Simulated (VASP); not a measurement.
# SnO (P4/nmm) in VASP: notebook, part 2 of 2

VASP 6.6.1.

## 4. Single point, PBEsol

This run uses another cell than the first one, of 16.41 Å³/atom.

Input file INCAR:

```
ALGO     = Normal         # electronic algorithm
EDIFF    = 1E-7           # SCF threshold, eV
ENCUT    = 520            # plane-wave cutoff, eV
GGA      = PS             # functional
ISIF     = 2              # what is computed and relaxed
ISMEAR   = 0              # smearing method
LASPH    = T              # aspherical terms in the spheres
LCHARG   = T              # write CHGCAR
LELF     = T              # ELF
LREAL    = F              # projectors in reciprocal space
LVHAR    = T            
LWAVE    = F              # write WAVECAR
NBANDS   = 28             # bands
NELM     = 80             # most SCF steps
PREC     = Accurate       # precision mode
SIGMA    = 0.15           # smearing width, eV
```

Input file KPOINTS:

```
k-points
0
Gamma
  10 10 8
```

Input file POSCAR:

```
SnO
1.0
    3.6711000000      0.0000000000      0.0000000000
    0.0000000000      3.6711000000      0.0000000000
    0.0000000000      0.0000000000      4.8693000000
Sn O
2 2
Direct
    0.0000000000      0.5000000000      0.2424656060
    0.5000000000      0.0000000000      0.7575343940
    0.0000000000      0.0000000000      0.0000000000
    0.5000000000      0.5000000000      0.0000000000
```

Potentials or basis: VASP PAW PBE potentials, release 64 (Sn_d, O).

Command:

```
cat potpaw_PBE.64/Sn_d/POTCAR potpaw_PBE.64/O/POTCAR > POTCAR
mpirun -np 1 vasp_std > vasp.out
```

OUTCAR:

```text
EDIFF = 1E-7
   ENCUT = 520
   GGA = PS
   ISIF = 2
   ISMEAR = 0
   LASPH = T
   LREAL = F
   NELM = 80
   PREC = Accurate

 ion  position               nearest neighbor table
   1  0.000  0.500  0.242-   3 2.18   4 2.18   3 2.18   4 2.18   2 3.51   2 3.51   2 3.51   2 3.51
                             2 3.61   2 3.61   2 3.61   2 3.61
   2  0.500  0.000  0.758-   3 2.18   4 2.18   4 2.18   3 2.18   1 3.51   1 3.51   1 3.51   1 3.51
[... 951 lines left out ...]
  Direction    XX          YY          ZZ          XY          YZ          ZX
  --------------------------------------------------------------------------------------
  -------------------------------------------------------------------------------------
  Total        3.4686153      3.4686153      0.9243741      0.0000000     -0.0000000      0.0000000
  in kB       84.6852459     84.6852459     22.5683289      0.0000000     -0.0000000      0.0000000
  external PRESSURE =      63.9796069 kB  Pullay stress =       0.0000000 kB

 VOLUME and BASIS-vectors are now :
 -----------------------------------------------------------------------------
  energy-cutoff  :      520.00
  volume of cell :       65.62
      direct lattice vectors                 reciprocal lattice vectors
     3.671100000  0.000000000  0.000000000     0.272397919  0.000000000  0.000000000
     0.000000000  3.671100000  0.000000000     0.000000000  0.272397919  0.000000000
     0.000000000  0.000000000  4.869300000     0.000000000  0.000000000  0.205368328

 POSITION                                       TOTAL-FORCE (eV/Angst)
 -----------------------------------------------------------------------------------
      0.00000      1.83555      1.18064         0.000000      0.000000      0.516472
      1.83555      0.00000      3.68866        -0.000000      0.000000     -0.516472
      0.00000      0.00000      0.00000        -0.000000      0.000000      0.000000
      1.83555      1.83555      0.00000        -0.000000     -0.000000      0.000000
 -----------------------------------------------------------------------------------
    total drift:                                0.000000      0.000000      0.000000

  FREE ENERGIE OF THE ION-ELECTRON SYSTEM (eV)
  ---------------------------------------------------
  free  energy   TOTEN  =       -24.0990820994 eV

  energy  without entropy=      -24.0956139829  energy(sigma->0) =      -24.09734804
```

Run time: 4.2 min. Hardware: 1 thread of Intel Xeon 8259CL, shared host; peak memory 0.28 GiB.

What came out:

* Free energy: -24.0991 eV
* Pressure: 6.4 GPa
* Largest force: 0.516 eV/Å
* Band gap on the k mesh: zero (bands 20 and 21 overlap by 0.57 eV)

Forces in eV/Å, atoms in the order of the input:
```
Sn   0.000  0.000  0.516
Sn   0.000  0.000 -0.516
O    0.000  0.000  0.000
O    0.000  0.000  0.000
```

Levels at points of the mesh, in eV from the Fermi level:
```
           k point  band 16  band 17  band 18  band 19  band 20  band 21  band 22  band 23  band 24  band 25
(0.00, 0.00, 0.00)    -6.91    -4.02    -3.45    -3.45     0.13     2.31     4.08     4.57     4.57     5.52
(0.50, 0.00, 0.00)    -5.75    -5.33    -5.33    -3.32    -3.32     2.98     2.98     5.99     5.99     6.20
(0.50, 0.50, 0.00)    -5.92    -2.76    -2.76    -2.23    -2.23    -0.44    -0.44     3.92     3.92     7.00
(0.00, 0.00, 0.50)    -4.08    -3.47    -3.47    -3.19    -3.02     1.84     2.74     2.74     3.90     7.49
(0.50, 0.00, 0.50)    -6.11    -5.30    -5.30    -2.20    -2.20     2.29     2.29     5.48     5.48     6.85
(0.50, 0.50, 0.50)    -6.39    -3.03    -3.03    -2.76    -2.76     1.86     1.86     3.77     3.77     5.65
```

Caveat: the cell stands under pressure; semilocal functionals underestimate gaps, so a narrow gap can read as zero; the PAW data sets were made with another functional, which shifts forces and pressure a little; spin-orbit coupling is left out, which moves the levels of the heavy elements.

## 5. Single point, PBEsol

This run uses another cell than the first one, of 16.76 Å³/atom.

Input file INCAR:

```
  ALGO = Normal
  EDIFF = 1E-7
  ENCUT = 520
  GGA = PS
  ISIF = 2
  ISMEAR = 0
  LASPH = True
  LCHARG = False
  LREAL = False
  LWAVE = False
  NBANDS = 28
  NELM = 80
  PREC = Accurate
  SIGMA = 0.15
```

KPOINTS is that of step 4.

Input file POSCAR:

```
SnO
1.0
    3.8042540618      0.0000000000      0.0000000000
    0.0000000000      3.8042540618      0.0000000000
    0.0000000000      0.0000000000      4.6318000000
Sn O
2 2
Direct
    0.0000000000      0.5000000000      0.2424656060
    0.5000000000      0.0000000000      0.7575343940
    0.0000000000      0.0000000000      0.0000000000
    0.5000000000      0.5000000000      0.0000000000
```

Command:

```
cat potpaw_PBE.64/Sn_d/POTCAR potpaw_PBE.64/O/POTCAR > POTCAR
mpirun -np 1 vasp_std > vasp.out
```

It took 4 min on 1 thread of Intel Xeon 8259CL, shared host; peak memory 0.29 GiB.

The run converged. Its results:

- Free energy: -24.1936 eV
- Pressure: 2.5 GPa
- Largest force: 0.555 eV/Å
- Band gap on the k mesh: zero (bands 20 and 21 overlap by 0.07 eV)

Forces on the atoms (eV/Å):
```
Sn   0.000  0.000  0.555
Sn   0.000  0.000 -0.555
O    0.000  0.000  0.000
O    0.000  0.000  0.000
```

Stress tensor (GPa, compression positive):
```
2.11 0.00 0.00
0.00 2.11 0.00
0.00 0.00 3.40
```

Levels at points of the mesh, in eV from the Fermi level:
```
           k point  band 17  band 18  band 19  band 20  band 21  band 22  band 23  band 24
(0.00, 0.00, 0.00)    -3.66    -3.46    -3.46    -0.14     2.08     4.52     4.52     4.61
(0.50, 0.00, 0.00)    -5.17    -5.17    -2.84    -2.84     3.35     3.35     5.83     5.83
(0.50, 0.50, 0.00)    -2.77    -2.77    -1.88    -1.88    -0.16    -0.16     4.50     4.50
(0.00, 0.00, 0.50)    -3.47    -3.47    -2.88    -2.18     1.36     2.66     2.66     3.38
(0.50, 0.00, 0.50)    -5.12    -5.12    -1.77    -1.77     2.72     2.72     5.22     5.22
(0.50, 0.50, 0.50)    -2.89    -2.89    -2.77    -2.77     2.30     2.30     4.31     4.31
```

Caveat: semilocal functionals underestimate gaps, so a narrow gap can read as zero; the PAW data sets were made with another functional, which shifts forces and pressure a little; spin-orbit coupling is left out, which moves the levels of the heavy elements.

## 6. Single point, PBEsol

This run uses another cell than the first one, of 16.81 Å³/atom.

Input file INCAR:

```
SYSTEM = SnO
  PREC = Accurate
  ENCUT = 520
  EDIFF = 1E-6
  ISMEAR = 0
  SIGMA = 0.15
  LREAL = .FALSE.
  LASPH = .TRUE.
  NELM = 100
  ALGO = Normal
  ISIF = 2
  LWAVE = .FALSE.
  LCHARG = .FALSE.
  GGA = PS
  NBANDS = 28
```

Input file KPOINTS:

```
Automatic mesh
0
G
  10 10 8
  0 0 0
```

Input file POSCAR:

```
SnO
1.0
    3.6711000000      0.0000000000      0.0000000000
    0.0000000000      3.6711000000      0.0000000000
    0.0000000000      0.0000000000      4.9881000000
Sn O
2 2
Direct
    0.0000000000      0.5000000000      0.2424656060
    0.5000000000      0.0000000000      0.7575343940
    0.0000000000      0.0000000000      0.0000000000
    0.5000000000      0.5000000000      0.0000000000
```

Potentials or basis: VASP PAW PBE potentials, release 64 (Sn_d, O).

Command:

```
cat potpaw_PBE.64/Sn_d/POTCAR potpaw_PBE.64/O/POTCAR > POTCAR
mpirun -np 1 vasp_std > vasp.out
```

It took 4.4 min on 1 thread of Intel Xeon 8259CL, shared host; peak memory 0.29 GiB.

Results (log left out):

- Free energy: -24.1052 eV
- Pressure: 3.9 GPa
- Largest force: 0.042 eV/Å
- Band gap on the k mesh: zero (bands 20 and 21 overlap by 0.55 eV)

Forces in eV/Å, atoms in the order of the input:
```
Sn   0.000  0.000 -0.042
Sn   0.000  0.000  0.042
O    0.000  0.000  0.000
O    0.000  0.000  0.000
```

Stress tensor (GPa, compression positive):
```
 6.49  0.00  0.00
 0.00  6.49  0.00
 0.00  0.00 -1.32
```

Levels at points of the mesh, in eV from the Fermi level:
| k point | band 18 | band 19 | band 20 | band 21 | band 22 | band 23 |
| --- | --- | --- | --- | --- | --- | --- |
| (0.00, 0.00, 0.00) | -3.19 | -3.19 | 0.15 | 2.32 | 4.04 | 4.60 |
| (0.50, 0.00, 0.00) | -5.06 | -3.26 | -3.26 | 2.83 | 2.83 | 5.99 |
| (0.50, 0.50, 0.00) | -2.52 | -2.25 | -2.25 | -0.39 | -0.39 | 3.84 |
| (0.00, 0.00, 0.50) | -3.21 | -3.21 | -3.05 | 2.05 | 2.84 | 2.84 |
| (0.50, 0.00, 0.50) | -5.04 | -2.19 | -2.19 | 2.13 | 2.13 | 5.53 |
| (0.50, 0.50, 0.50) | -2.96 | -2.52 | -2.52 | 1.84 | 1.84 | 3.56 |

Caveat: the cell stands under pressure; semilocal functionals underestimate gaps, so a narrow gap can read as zero; the PAW data sets were made with another functional, which shifts forces and pressure a little; spin-orbit coupling is left out, which moves the levels of the heavy elements.

## 7. Overview

```csv
cell,gap on the mesh (eV),pressure (GPa),largest force (eV/Å)
"a = 3.671, b = 3.671, c = 4.751 Å, 4 atoms",none,9.2,1.07
"a = 3.804, b = 3.804, c = 4.513 Å, 4 atoms",none,5.0,1.00
"a = 3.671, b = 3.671, c = 4.869 Å, 4 atoms",none,6.4,0.52
"a = 3.804, b = 3.804, c = 4.632 Å, 4 atoms",none,2.5,0.56
"a = 3.671, b = 3.671, c = 4.988 Å, 4 atoms",none,3.9,0.04
```

Alike in all rows: task single point; level PBEsol; potentials or basis VASP PAW PBE potentials, release 64 (Sn_d, O); no spin polarisation; k mesh 10 × 10 × 8; cutoff (eV) 520; smearing gaussian 0.15 eV.

Caveats: semilocal functionals underestimate gaps, so a narrow gap can read as zero; the PAW data sets were made with another functional, which shifts forces and pressure a little; spin-orbit coupling is left out, which moves the levels of the heavy elements; the cell stands under pressure (at least some runs).

Absolute energies hang on the potentials; compare differences alone.
